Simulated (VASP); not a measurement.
# La3O2 (I4/mmm) in VASP: notebook, part 2 of 2

VASP 6.6.1.

**5. Single point, PBE**

This run uses another cell than the first one, of 42.40 Å³/atom, 1.983 times its volume.

Input file INCAR:

```
ALGO = Normal
EDIFF = 1E-7
ENCUT = 520
GGA = PE
ISIF = 2
ISMEAR = 0
LASPH = T
LCHARG = F
LREAL = F
LWAVE = F
NBANDS = 30
NELM = 60
PREC = Accurate
SIGMA = 0.1
```

Input file KPOINTS:

```
k-points
0
Gamma
  8 8 8
```

Input file POSCAR:

```
La3O2
1.0
   -3.4798472953      3.4798472953      4.3767908962
    3.4798472953     -3.4798472953      4.3767908962
    3.4798472953      3.4798472953     -4.3767908962
La O
3 2
Direct
    0.5000000000      0.0000000000      0.5000000000
    0.0000000000      0.5000000000      0.5000000000
    0.5000000000      0.5000000000      0.0000000000
    0.7500000000      0.2500000000      0.5000000000
    0.2500000000      0.7500000000      0.5000000000
```

Potentials or basis: VASP PAW PBE potentials, release 64 (La, O).

Started as:

```bash
$ cat potpaw_PBE.64/La/POTCAR potpaw_PBE.64/O/POTCAR > POTCAR
$ mpirun -np 1 vasp_std > vasp.out
```

OUTCAR:

```text
EDIFF = 1E-7
   ENCUT = 520
   GGA = PE
   ISIF = 2
   ISMEAR = 0
   LASPH = T
   LREAL = F
   NELM = 60
   PREC = Accurate

 ion  position               nearest neighbor table
   1  0.500  0.000  0.500-   4 2.19   5 2.19   3 3.48   3 3.48
   2  0.000  0.500  0.500-   4 2.19   5 2.19   3 3.48   3 3.48
   3  0.500  0.500  0.000-   1 3.48   2 3.48   1 3.48   2 3.48
   4  0.750  0.250  0.500-   1 2.19   2 2.19
   5  0.250  0.750  0.500-   1 2.19   2 2.19

  LATTYP: Found a body centered tetragonal cell.
 ALAT       =     6.9596945906
 C/A-ratio  =     1.2577537245

  Lattice vectors:

 A1 = (  -3.4798472953,   3.4798472953,   4.3767908962)
 A2 = (   3.4798472953,  -3.4798472953,   4.3767908962)
 A3 = (   3.4798472953,   3.4798472953,  -4.3767908962)

Analysis of symmetry for initial positions (statically):
=====================================================================
 Subroutine PRICEL returns:
 Original cell was already a primitive cell.

 Routine SETGRP: Setting up the symmetry group for a
 body centered tetragonal supercell.

 Subroutine GETGRP returns: Found 16 space group operations
 (whereof 16 operations were pure point group operations)
 out of a pool of 16 trial point group operations.

The static configuration has the point symmetry D_4h.

Analysis of symmetry for dynamics (positions and initial velocities):
=====================================================================
 Subroutine PRICEL returns:
 Original cell was already a primitive cell.

 Routine SETGRP: Setting up the symmetry group for a
 body centered tetragonal supercell.

 Subroutine GETGRP returns: Found 16 space group operations
 (whereof 16 operations were pure point group operations)
 out of a pool of 16 trial point group operations.

The dynamic configuration has the point symmetry D_4h.

 Subroutine INISYM returns: Found 16 space group operations
 (whereof 16 operations are pure point group operations),
 and found     1 'primitive' translations

----------------------------------------------------------------------------------------

                                     Primitive cell

  volume of cell :     212.0001

  direct lattice vectors                    reciprocal lattice vectors
    -3.479847295  3.479847295  4.376790896     0.000000000  0.143684466  0.114238951
     3.479847295 -3.479847295  4.376790896     0.143684466  0.000000000  0.114238951
     3.479847295  3.479847295 -4.376790896     0.143684466  0.143684466  0.000000000

  length of vectors
     6.585967882  6.585967882  6.585967882     0.183564059  0.183564059  0.203200520

  position of ions in fractional coordinates (direct lattice)
     0.500000000  0.000000000  0.500000000
     0.000000000  0.500000000  0.500000000
     0.500000000  0.500000000  0.000000000
     0.750000000  0.250000000  0.500000000
     0.250000000  0.750000000  0.500000000

  ion indices of the primitive-cell ions
   primitive index   ion index
                 1           1
                 2           2
                 3           3
                 4           4
[... 24 lines left out ...]
 ===========================================

 Found     59 irreducible k-points:

 Following reciprocal coordinates:
            Coordinates               Weight
  0.000000  0.000000  0.000000      1.000000
  0.125000  0.000000 -0.000000      8.000000
  0.250000  0.000000 -0.000000      8.000000
  0.375000  0.000000  0.000000      8.000000
  0.500000  0.000000 -0.000000      4.000000
  0.125000  0.125000 -0.000000      8.000000
[... 16 lines left out ...]
  0.250000  0.125000  0.125000     16.000000
  0.375000  0.125000  0.125000      8.000000
 [... further k-points ...]
   k-points           NKPTS =     59   k-points in BZ     NKDIM =     59   number of bands    NBANDS=     30
   number of dos      NEDOS =    301   number of ions     NIONS =      5
   total plane-waves  NPLWV = 125000
   dimension x,y,z NGX =    50 NGY =   50 NGZ =   50
   dimension x,y,z NGXF=   100 NGYF=  100 NGZF=  100
   ions per type =               3   2
   NGX,Y,Z   is equivalent  to a cutoff of  12.62, 12.62, 12.62 a.u.
   NGXF,Y,Z  is equivalent  to a cutoff of  25.24, 25.24, 25.24 a.u.
 SYSTEM =  unknown system
   PREC   = accura    normal or accurate (medium, high low for compatibility)
   ISTART =      0    job   : 0-new  1-cont  2-samecut
   ICHARG =      2    charge: 1-file 2-atom 10-const
   ISPIN  =      1    spin polarized calculation?
   LNONCOLLINEAR =      F non collinear calculations
   LSORBIT =      F    spin-orbit coupling
   LASPH  =      T    aspherical Exc in radial PAW
   ENCUT  =  520.0 eV  38.22 Ry    6.18 a.u.  12.25 12.25 12.25*2*pi/ulx,y,z
   NELM   =     60;   NELMIN=  2; NELMDL= -5     # of ELM steps
   EDIFF  = 0.1E-06   stopping-criterion for ELM
   LREAL  =      F    real-space projection
   EDIFFG = 0.1E-05   stopping-criterion for IOM
   NSW    =      0    number of steps for IOM
   IBRION =     -1    ionic relax: 0-MD 1-quasi-New 2-CG
   NFREE  =      0    steps in history (QN), initial steepest desc. (CG)
   ISIF   =      2    stress and relaxation
   ISYM   =      2    0-nonsym 1-usesym 2-fastsym
   POTIM  = 0.5000    time-step for ionic-motion
   TEBEG  =    0.0;   TEEND  =   0.0 temperature during run
   PSTRESS=    0.0 pullay stress
   NELECT =      45.0000    total number of electrons
   NUPDOWN=      -1.0000    fix difference up-down
   EMIN   =  10.00;   EMAX   =-10.00  energy-range for DOS
   EFERMI =   0.00;   METHOD = LEGACY
   ISMEAR =     0;   SIGMA  =   0.10  broadening in eV -4-tet -1-fermi 0-gaus
   EFERMI_NEDOS =   21; number of points for ismear=-14 and -15
   IALGO  =     38    algorithm
   IMIX   =      4    mixing-type and parameters
     AMIX     =   0.40;   BMIX     =  1.00
     AMIX_MAG =   1.60;   BMIX_MAG =  1.00
  volume/ion in A,a.u.               =      42.40       286.13
  Fermi-wavevector in a.u.,A,eV,Ry     =   0.976563  1.845437 12.975541  0.953675
  Thomas-Fermi vector in A             =   2.107192
   LORBIT       =      0    0 simple, 1 ext, 2 COOP (PROOUT), +10 PAW based schemes
   GGA     = PE    functional components
   LHFCALC =     F    Hartree Fock is set to
   AEXX    =    0.0000 exact exchange contribution
   IVDW    =     0    specifies the selected vdW correction
   LEPSILON=     F    determine dielectric tensor
   LRPA    =     F    only Hartree local field effects (RPA)
 non-spin polarized calculation
 Gauss-broadening in eV      SIGMA  =   0.10
  energy-cutoff  :      520.00
  volume of cell :      212.00
 maximum number of plane-waves:      5732
 NGX is ok and might be reduce to    50
   NGX = 25   NGY = 25   NGZ = 25

 number of electron      45.0000003 magnetization

 Free energy of the ion-electron system (eV)
  ---------------------------------------------------
  ext. energy  EPLUGINS =         0.00000000
  ---------------------------------------------------
  free energy    TOTEN  =       -30.26899698 eV

  energy without entropy =      -30.24017754  energy(sigma->0) =      -30.25458726

 E-fermi :   3.3887     XC(G=0):  -7.1653

 val. band max:        3.3874973467   @ k =   0.5000   0.3750  -0.0000
 cond. band min:       3.4076995453   @ k =   0.2500   0.2500   0.1250
 fundamental gap:      0.0202021986
 Fermi energy:         3.3887116376

 k-point     1 :       0.0000    0.0000    0.0000
  band No.  band energies     occupation
      1     -30.6086      2.00000
      2     -28.7793      2.00000
      3     -28.7341      2.00000
      4     -16.2791      2.00000
      5     -14.5824      2.00000
      6     -14.3745      2.00000
[... 781 lines left out ...]
     29       4.1192      0.00000
     30       4.1562      0.00000

 [... further k-points ...]

------------------------ aborting loop because EDIFF is reached ----------------------------------------

  FORCE on cell =-STRESS in cart. coord.  units (eV):
  Direction    XX          YY          ZZ          XY          YZ          ZX
  --------------------------------------------------------------------------------------
  -------------------------------------------------------------------------------------
  Total       -0.0336234     -0.0336234     -0.1390904      0.0000000     -0.0000000      0.0000000
  in kB       -0.2541070     -0.2541070     -1.0511664      0.0000000     -0.0000000      0.0000000
  external PRESSURE =      -0.5197935 kB  Pullay stress =       0.0000000 kB

 VOLUME and BASIS-vectors are now :
 -----------------------------------------------------------------------------
  energy-cutoff  :      520.00
  volume of cell :      212.00
      direct lattice vectors                 reciprocal lattice vectors
    -3.479847295  3.479847295  4.376790896     0.000000000  0.143684466  0.114238951
     3.479847295 -3.479847295  4.376790896     0.143684466  0.000000000  0.114238951
     3.479847295  3.479847295 -4.376790896     0.143684466  0.143684466  0.000000000

 POSITION                                       TOTAL-FORCE (eV/Angst)
 -----------------------------------------------------------------------------------
      0.00000      3.47985      0.00000         0.000000      0.000000      0.000000
      3.47985      0.00000      0.00000         0.000000      0.000000      0.000000
      0.00000      0.00000      4.37679         0.000000      0.000000      0.000000
      0.00000      3.47985      2.18840        -0.000000     -0.000000     -0.000000
      3.47985      0.00000      2.18840         0.000000      0.000000      0.000000
 -----------------------------------------------------------------------------------
    total drift:                               -0.000000      0.000000     -0.000000

  FREE ENERGIE OF THE ION-ELECTRON SYSTEM (eV)
  ---------------------------------------------------
  free  energy   TOTEN  =       -30.2689969829 eV

  energy  without entropy=      -30.2401775406  energy(sigma->0) =      -30.25458726
```

Wall time 14 min (1 thread of Intel Xeon Platinum 8259CL at 2.50GHz (Skylake/Cascade Lake), shared host); peak memory 0.57 GiB.

What came out:

- Free energy: -30.2690 eV
- Pressure: -0.1 GPa

Stress tensor (GPa, compression positive):
```
-0.03  0.00  0.00
 0.00 -0.03  0.00
 0.00  0.00 -0.11
```

Levels at points of the mesh, in eV from the Fermi level:
```tsv
k point	band 21	band 22	band 23	band 24	band 25	band 26
(0.00, 0.00, 0.00)	-1.30	-0.94	-0.51	0.06	0.59	0.64
(0.50, 0.00, 0.00)	-0.98	-0.32	0.07	0.47	0.54	0.54
(0.50, 0.50, 0.00)	-0.09	0.06	0.38	0.43	0.54	0.55
(0.50, 0.50, 0.50)	-1.15	-0.63	-0.56	0.03	0.57	0.64
```

Caveat: spin-orbit coupling is left out, which moves the levels of the heavy elements; an odd number of electrons without spin polarisation forces a metal; a magnetic or distorted state may lie lower.

**6. Overview**

```csv
task,cell,k mesh,cutoff (eV),gap on the mesh (eV),pressure (GPa)
single point,"a = 5.287 Å, angles 118.4, 118.4, 92.8°, 5 atoms",4 × 4 × 4,520,none,54.7
single point,"a = 6.565 Å, angles 116.4, 116.4, 96.3°, 5 atoms",4 × 4 × 4,520,none,0.1
relaxation of cell and atoms,"relaxed from a = 5.287 Å, angles 118.4, 118.4, 92.8°, 5 atoms",4 × 4 × 4,600,none,0.0
single point,"a = 6.586 Å, angles 116.2, 116.2, 96.7°, 5 atoms",8 × 8 × 8,520,none,-0.1
```

Alike in all rows: level PBE; potentials or basis VASP PAW PBE potentials, release 64 (La, O); no spin polarisation; smearing gaussian 0.1 eV.

Caveats: some runs use coarse meshes; spin-orbit coupling is left out, which moves the levels of the heavy elements; an odd number of electrons without spin polarisation forces a metal; a magnetic or distorted state may lie lower; the volume moved by over 15 % at a fixed basis, so the end points are rough (some runs).

Total energies depend on the potentials used, so only differences within one code and one set of settings carry meaning.
